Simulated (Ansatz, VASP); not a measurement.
One calculation of ZrGa3, two programs

Contents of INCAR:

```
SYSTEM = ZrGa3
PREC = Accurate
ENCUT = 520
EDIFF = 1E-8
ISMEAR = -1
SIGMA = 0.03
LREAL = .False.
LASPH = .True.
NELM = 60
ALGO = Normal
ISIF = 2
LWAVE = .False.
LCHARG = .False.
GGA = CA
LEFG = .True.
NBANDS = 34
```

Contents of KPOINTS:

```
Automatic mesh
0
Gamma
  12 12 12
  0 0 0
```

File POSCAR:

```
ZrGa3
1.0
   -1.9855000000      1.9855000000      4.3645000000
    1.9855000000     -1.9855000000      4.3645000000
    1.9855000000      1.9855000000     -4.3645000000
Zr Ga
1 3
Direct
    0.0000000000      0.0000000000      0.0000000000
    0.5000000000      0.5000000000      0.0000000000
    0.7500000000      0.2500000000      0.5000000000
    0.2500000000      0.7500000000      0.5000000000
```

Input for Ansatz:

```yaml
crystal:
  lattice:
    - [-1.9855, 1.9855, 4.3645]
    - [1.9855, -1.9855, 4.3645]
    - [1.9855, 1.9855, -4.3645]
  atoms:
    - { symbol: Zr, position: [0.0, 0.0, 0.0] }
    - { symbol: Ga, position: [0.5, 0.5, 0.0] }
    - { symbol: Ga, position: [0.75, 0.25, 0.5] }
    - { symbol: Ga, position: [0.25, 0.75, 0.5] }
kpoints:
  mp_grid: { grid: [12, 12, 12] }
  band_path:
    path:
      - [0.0, 0.0, 0.0]
      - [0.0, 0.0, 0.5]
      - [0.25, 0.25, 0.25]
      - [0.0, 0.5, 0.0]
      - [0.0, 0.0, 0.0]
      - [0.5, 0.5, -0.5]
      - [0.3017381381, 0.6982618619, -0.3017381381]
      - [-0.3017381381, 0.3017381381, 0.3017381381]
      - [0.0, 0.0, 0.0]
    npoints: 8
scf:
  occupations: { method: fermi_dirac, width: 0.03 }
hamiltonian:
  xc: lda
  pseudopotentials: { kind: all_electron, datasets: crystal }
output:
  forces: true
  stress: true
  eigenvalues: true
  efg: { contact_densities: true }
```

Alike in both runs: task electric field gradients; functional LDA; k mesh 12 × 12 × 12; occupations fermi-dirac, width 0.03 eV; no spin polarisation.

```csv
,VASP,Ansatz
version,VASP 6.6.1,Ansatz 0.2.0
potentials or method,"VASP PAW LDA potentials, release 64 (Zr_sv, Ga_d), cutoff 520 eV","all-electron PAW with datasets made for the crystal, scalar-relativistic"
```

```tsv
	VASP	Ansatz	Ansatz less VASP
pressure (GPa)	-5.1	-5.3	-0.23
traceless stress, the component that is largest in VASP (GPa)	6.33	6.34	+0.010
size of Vzz on the site where it differs most (V/Å²)	96.5	98.7	+2.18
```

LDA's correlation is that of Perdew and Zunger in VASP and of Perdew and Wang (1992) in Ansatz. Ansatz ran all-electron here, and VASP with PAW potentials.
